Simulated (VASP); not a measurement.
# Al2CrO4 (Fd-3m) in VASP: notebook

The runs below take Al2CrO4 through single point, with PBE.

All numbers are computed with VASP 6.6.1; they aren't measurements. Logs are shortened: lines on timing, memory, paths and dates and some standing lists are left out, and cuts for length are marked.

**1. The cell of the first run**

It takes space group Fd-3m (No. 227, cubic). The conventional cell has a = 8.074 Å, b = 8.074 Å, c = 8.074 Å, α = 90.00°, β = 90.00°, γ = 90.00°. Within 2.6 Å of Cr (site symmetry -43m) lie 4 O at 1.95 Å. Al (site symmetry -3m) has 6 O at 1.91 Å within 2.5 Å. Within 2.6 Å of O (site symmetry 3m) lie 3 Al at 1.91 Å and 1 Cr at 1.95 Å and 3 O at 2.52 Å.

**2. Single point, PBE, collinear spin, antiferromagnetic start**

INCAR reads:

```
SYSTEM = Al2CrO4
  PREC = Accurate
  ENCUT = 520
  EDIFF = 1E-7
  ISMEAR = -1
  SIGMA = 0.0901
  LREAL = .False.
  LASPH = .True.
  NELM = 150
  ALGO = Fast
  ISIF = 2
  LWAVE = .False.
  LCHARG = .False.
  ISPIN = 2
  MAGMOM = 3 -3 0 0 0 0 0 0 0 0 0 0 0 0
  LORBIT = 11
  LMAXMIX = 4
  GGA = PE
  NBANDS = 59
```

KPOINTS reads:

```
regular mesh
0
Gamma
  5 5 5
  0 0 0
```

POSCAR reads:

```
Al2CrO4
1.0
    0.0000000000      4.0372312000      4.0372312000
    4.0372312000      0.0000000000      4.0372312000
    4.0372312000      4.0372312000      0.0000000000
Cr Al O
2 4 8
Direct
    0.1250000000      0.1250000000      0.1250000000
    0.8750000000      0.8750000000      0.8750000000
    0.5000000000      0.5000000000      0.5000000000
    0.0000000000      0.5000000000      0.5000000000
    0.5000000000      0.5000000000      0.0000000000
    0.5000000000      0.0000000000      0.5000000000
    0.2645000000      0.2645000000      0.2645000000
    0.2935000000      0.7355000000      0.7355000000
    0.2645000000      0.2645000000      0.7065000000
    0.7355000000      0.2935000000      0.7355000000
    0.7065000000      0.2645000000      0.2645000000
    0.7355000000      0.7355000000      0.7355000000
    0.2645000000      0.7065000000      0.2645000000
    0.7355000000      0.7355000000      0.2935000000
```

Potentials or basis: VASP PAW PBE potentials, release 64 (Cr_pv, Al, O).

Command:

```sh
$ cat potpaw_PBE.64/Cr_pv/POTCAR potpaw_PBE.64/Al/POTCAR potpaw_PBE.64/O/POTCAR > POTCAR
$ mpirun -np 1 vasp_std > vasp.out
```

OUTCAR:

```text
SYSTEM = Al2CrO4
   PREC = Accurate
   ENCUT = 520
   EDIFF = 1E-7
   ISMEAR = -1
   LREAL = .False.
   LASPH = .True.
   NELM = 150
   ISIF = 2
   ISPIN = 2
   LORBIT = 11
   GGA = PE

 ion  position               nearest neighbor table
   1  0.125  0.125  0.125-   7 1.95   9 1.95  11 1.95  13 1.95
   2  0.875  0.875  0.875-  12 1.95  10 1.95   8 1.95  14 1.95
   3  0.500  0.500  0.500-   8 1.91   9 1.91  10 1.91  11 1.91  13 1.91  14 1.91   4 2.85   5 2.85
                             6 2.85   5 2.85   6 2.85   4 2.85
   4  0.000  0.500  0.500-   9 1.91  10 1.91  13 1.91  14 1.91   7 1.91  12 1.91   3 2.85   5 2.85
                             6 2.85   3 2.85   5 2.85   6 2.85
   5  0.500  0.500  0.000-   8 1.91  10 1.91  11 1.91  13 1.91  12 1.91   7 1.91   3 2.85   3 2.85
                             4 2.85   6 2.85   6 2.85   4 2.85
   6  0.500  0.000  0.500-   8 1.91   9 1.91  11 1.91  14 1.91  12 1.91   7 1.91   3 2.85   5 2.85
                             3 2.85   4 2.85   5 2.85   4 2.85
   7  0.264  0.264  0.264-   5 1.91   4 1.91   6 1.91   1 1.95
   8  0.294  0.736  0.736-   5 1.91   6 1.91   3 1.91   2 1.95
   9  0.264  0.264  0.706-   4 1.91   6 1.91   3 1.91   1 1.95
  10  0.736  0.294  0.736-   4 1.91   5 1.91   3 1.91   2 1.95
  11  0.706  0.264  0.264-   5 1.91   6 1.91   3 1.91   1 1.95
  12  0.736  0.736  0.736-   5 1.91   4 1.91   6 1.91   2 1.95
  13  0.264  0.706  0.264-   4 1.91   5 1.91   3 1.91   1 1.95
  14  0.736  0.736  0.294-   4 1.91   6 1.91   3 1.91   2 1.95

  LATTYP: Found a face centered cubic cell.
 ALAT       =     8.0744624000

  Lattice vectors:

 A1 = (   0.0000000000,   4.0372312000,   4.0372312000)
 A2 = (   4.0372312000,   0.0000000000,   4.0372312000)
 A3 = (   4.0372312000,   4.0372312000,   0.0000000000)

Analysis of symmetry for initial positions (statically):
=====================================================================
 Subroutine PRICEL returns:
 Original cell was already a primitive cell.

 Routine SETGRP: Setting up the symmetry group for a
 face centered cubic supercell.

 Subroutine GETGRP returns: Found 48 space group operations
 (whereof 12 operations were pure point group operations)
 out of a pool of 48 trial point group operations.

The static configuration has the point symmetry D_3d.
 The point group associated with its full space group is O_h .

Analysis of symmetry for dynamics (positions and initial velocities):
=====================================================================
 Subroutine PRICEL returns:
 Original cell was already a primitive cell.

[... 761 lines left out ...]

 spin component 2

 k-point     1 :       0.0000    0.0000    0.0000
  band No.  band energies     occupation
      1     -35.1603      1.00000
      2     -35.1603      1.00000
      3     -35.1603      1.00000
      4     -31.6667      1.00000
      5     -31.6666      1.00000
      6     -31.6666      1.00000
[... 559 lines left out ...]
     53      16.6397      0.00000
     54      16.8238      0.00000
 [bands above 54 left out]

------------------------ aborting loop because EDIFF is reached ----------------------------------------

  FORCE on cell =-STRESS in cart. coord.  units (eV):
  Direction    XX          YY          ZZ          XY          YZ          ZX
  --------------------------------------------------------------------------------------
  -------------------------------------------------------------------------------------
  Total       11.6405132     11.6405132     11.6405132      0.0000000     -0.0000000     -0.0000000
  in kB      141.7104413    141.7104413    141.7104413      0.0000000     -0.0000000     -0.0000000
  external PRESSURE =     141.7104413 kB  Pullay stress =       0.0000000 kB

 VOLUME and BASIS-vectors are now :
 -----------------------------------------------------------------------------
  energy-cutoff  :      520.00
  volume of cell :      131.61
      direct lattice vectors                 reciprocal lattice vectors
     0.000000000  4.037231200  4.037231200    -0.123847255  0.123847255  0.123847255
     4.037231200  0.000000000  4.037231200     0.123847255 -0.123847255  0.123847255
     4.037231200  4.037231200  0.000000000     0.123847255  0.123847255 -0.123847255

 POSITION                                       TOTAL-FORCE (eV/Angst)
 -----------------------------------------------------------------------------------
      1.00931      1.00931      1.00931         0.000000     -0.000000     -0.000000
      7.06515      7.06515      7.06515        -0.000000      0.000000     -0.000000
      4.03723      4.03723      4.03723        -0.000000     -0.000000     -0.000000
      4.03723      2.01862      2.01862         0.000000      0.000000     -0.000000
      2.01862      2.01862      4.03723         0.000000     -0.000000     -0.000000
      2.01862      4.03723      2.01862         0.000000      0.000000     -0.000000
      2.13570      2.13570      2.13570         0.338874      0.338874      0.338874
      5.93877      4.15431      4.15431        -0.338874      0.338874      0.338874
      3.92015      3.92015      2.13570        -0.338874     -0.338874      0.338874
      4.15431      5.93877      4.15431         0.338874     -0.338874      0.338874
      2.13570      3.92015      3.92015         0.338874     -0.338874     -0.338874
      5.93877      5.93877      5.93877        -0.338874     -0.338874     -0.338874
      3.92015      2.13570      3.92015        -0.338874      0.338874     -0.338874
      4.15431      4.15431      5.93877         0.338874      0.338874     -0.338874
 -----------------------------------------------------------------------------------
    total drift:                                0.000000      0.000000      0.000000

  FREE ENERGIE OF THE ION-ELECTRON SYSTEM (eV)
  ---------------------------------------------------
  free  energy   TOTEN  =      -107.1778545575 eV

  energy  without entropy=     -106.9126070972  energy(sigma->0) =     -107.04523083

 total charge

# of ion       s       p       d       tot
------------------------------------------
    1        0.259   6.288   4.214  10.762
    2        0.259   6.288   4.214  10.762
    3        0.315   0.404   0.000   0.719
    4        0.315   0.404   0.000   0.719
    5        0.315   0.404   0.000   0.719
    6        0.315   0.404   0.000   0.719
    7        1.552   3.613   0.000   5.165
    8        1.552   3.613   0.000   5.165
    9        1.552   3.613   0.000   5.165
   10        1.552   3.613   0.000   5.165
   11        1.552   3.613   0.000   5.165
   12        1.552   3.613   0.000   5.165
   13        1.552   3.613   0.000   5.165
   14        1.552   3.613   0.000   5.165
--------------------------------------------------
tot         14.196  43.094   8.428  65.718

 magnetization (x)

# of ion       s       p       d       tot
------------------------------------------
    1        0.024   0.059   3.334   3.416
    2       -0.024  -0.059  -3.334  -3.416
    3        0.000   0.000   0.000   0.000
    4        0.000   0.000   0.000   0.000
    5        0.000   0.000   0.000   0.000
    6        0.000   0.000   0.000   0.000
    7        0.001   0.009   0.000   0.010
    8       -0.001  -0.009   0.000  -0.010
    9        0.001   0.009   0.000   0.010
   10       -0.001  -0.009   0.000  -0.010
   11        0.001   0.009   0.000   0.010
   12       -0.001  -0.009   0.000  -0.010
   13        0.001   0.009   0.000   0.010
   14       -0.001  -0.009   0.000  -0.010
--------------------------------------------------
tot          0.000   0.000  -0.000  -0.000
```

OSZICAR:

```text
N       E                     dE             d eps       ncg     rms          rms(c)
DAV:   1     0.827022541433E+03    0.82702E+03   -0.43934E+04  2400   0.146E+03
DAV:   2    -0.439956774327E+02   -0.87102E+03   -0.82924E+03  2566   0.409E+02
DAV:   3    -0.119797002748E+03   -0.75801E+02   -0.74414E+02  2807   0.131E+02
[... 12 lines left out ...]
RMM:  16    -0.107177851386E+03   -0.18043E-04   -0.14204E-04  3559   0.393E-02    0.173E-02
RMM:  17    -0.107177853133E+03   -0.17469E-05   -0.38541E-05  3553   0.177E-02    0.118E-02
RMM:  18    -0.107177854152E+03   -0.10183E-05   -0.11369E-05  3753   0.839E-03    0.588E-03
RMM:  19    -0.107177854554E+03   -0.40256E-06   -0.35011E-06  3420   0.443E-03    0.168E-03
RMM:  20    -0.107177854557E+03   -0.32733E-08   -0.86199E-07  2837   0.268E-03
   1 F= -.10717785E+03 E0= -.10704523E+03  d E =-.265247E+00  mag=     0.0000
```

It took 2.9 min on 1 thread of AMD EPYC 9R45 (Zen 5), shared host; peak memory 0.34 GiB.

Results:

```
Free energy                                           : -107.1779 eV
Pressure                                              : 14.2 GPa
Largest force                                         : 0.587 eV/Å
Band gap on the k mesh                                : zero (filled and empty bands overlap)
Net moment                                            : 0.00 μB per cell
Site moments                                          : Cr +3.42, -3.42; Al +0.00; O +0.01, -0.01 (each value once) μB
Valence electrons inside the program's atomic spheres : Cr 10.76; Al 0.72; O 5.17
```

Forces on the atoms (eV/Å):
```
Cr   0.000  0.000  0.000
Cr   0.000  0.000  0.000
Al   0.000  0.000  0.000
Al   0.000  0.000  0.000
Al   0.000  0.000  0.000
Al   0.000  0.000  0.000
O    0.339  0.339  0.339
O   -0.339  0.339  0.339
O   -0.339 -0.339  0.339
O    0.339 -0.339  0.339
O    0.339 -0.339 -0.339
O   -0.339 -0.339 -0.339
O   -0.339  0.339 -0.339
O    0.339  0.339 -0.339
```

Levels at points of the mesh, in eV from the Fermi level:
Spin up:
```tsv
k point	band 39	band 40	band 41	band 42	band 43	band 44	band 45	band 46
(0.00, 0.00, 0.00)	-1.20	-1.20	-0.02	-0.02	-0.02	1.22	2.10	2.10
```
Spin down:
```csv
k point,band 40,band 41,band 42,band 43,band 44,band 45
"(0.00, 0.00, 0.00)",-1.20,-0.02,-0.02,-0.02,1.22,2.10
```

Caveat: the cell stands under pressure; semilocal functionals often make such compounds metallic where correlation or magnetic order opens a gap, which also shifts bond lengths. With open d or f shells a metallic result of PBE can be an artefact of self-interaction; +U or a hybrid may open a gap.

**3. Single point, PBE, collinear spin, antiferromagnetic start**

INCAR reads:

```
PREC     = Accurate       # precision mode
ENCUT    = 520            # plane-wave cutoff, eV
EDIFF    = 1E-6           # SCF threshold, eV
ISMEAR   = -1             # smearing method
SIGMA    = 0.0901         # smearing width, eV
LREAL    = F              # projectors in reciprocal space
LASPH    = T              # aspherical terms in the spheres
NELM     = 150            # most SCF steps
ALGO     = Fast           # electronic algorithm
ISIF     = 2              # what is computed and relaxed
LWAVE    = F              # write WAVECAR
LCHARG   = F              # write CHGCAR
ISPIN    = 2              # spin polarisation
MAGMOM   = 3 -3 0 0 0 0 0 0 0 0 0 0 0 0 # initial moments
LORBIT   = 11             # projections on sites
LMAXMIX  = 4              # l up to which the mixer works
GGA      = PE             # functional
NBANDS   = 59             # bands
```

KPOINTS reads:

```
Automatic mesh
0
Gamma
  5 5 5
```

POSCAR is that of step 2.

Potentials or basis: VASP PAW PBE potentials, release 64 (Cr_pv, Al, O).

Command:

```sh
$ cat potpaw_PBE.64/Cr_pv/POTCAR potpaw_PBE.64/Al/POTCAR potpaw_PBE.64/O/POTCAR > POTCAR
$ mpirun -np 1 vasp_std > vasp.out
```

It took 2.7 min on 1 thread of AMD EPYC 9R45 (Zen 5), shared host; peak memory 0.34 GiB.

It converged, with:

```yaml
Free_energy: -107.1779 eV
Pressure: 14.2 GPa
Largest_force: 0.587 eV/Å
Band_gap_on_the_k_mesh: zero (filled and empty bands overlap)
Net_moment: 0.00 μB per cell
Site_moments: Cr +3.42, -3.42; Al +0.00; O +0.01, -0.01 (each value once) μB
Valence_electrons_inside_the_program's_atomic_spheres: Cr 10.76; Al 0.72; O 5.17
```

Forces in eV/Å, atoms in the order of the input:
```
Cr   0.000  0.000  0.000
Cr   0.000  0.000  0.000
Al   0.000  0.000  0.000
Al   0.000  0.000  0.000
Al   0.000  0.000  0.000
Al   0.000  0.000  0.000
O    0.339  0.339  0.339
O   -0.339  0.339  0.339
O   -0.339 -0.339  0.339
O    0.339 -0.339  0.339
O    0.339 -0.339 -0.339
O   -0.339 -0.339 -0.339
O   -0.339  0.339 -0.339
O    0.339  0.339 -0.339
```

Levels at points of the mesh, in eV from the Fermi level:
Spin up:
| k point | band 40 | band 41 | band 42 | band 43 | band 44 | band 45 |
| --- | --- | --- | --- | --- | --- | --- |
| (0.00, 0.00, 0.00) | -1.20 | -0.02 | -0.02 | -0.02 | 1.22 | 2.10 |
Spin down:
```csv
k point,band 40,band 41,band 42,band 43,band 44,band 45
"(0.00, 0.00, 0.00)",-1.20,-0.02,-0.02,-0.02,1.22,2.10
```

Caveat: the cell stands under pressure; semilocal functionals often make such compounds metallic where correlation or magnetic order opens a gap, which also shifts bond lengths.
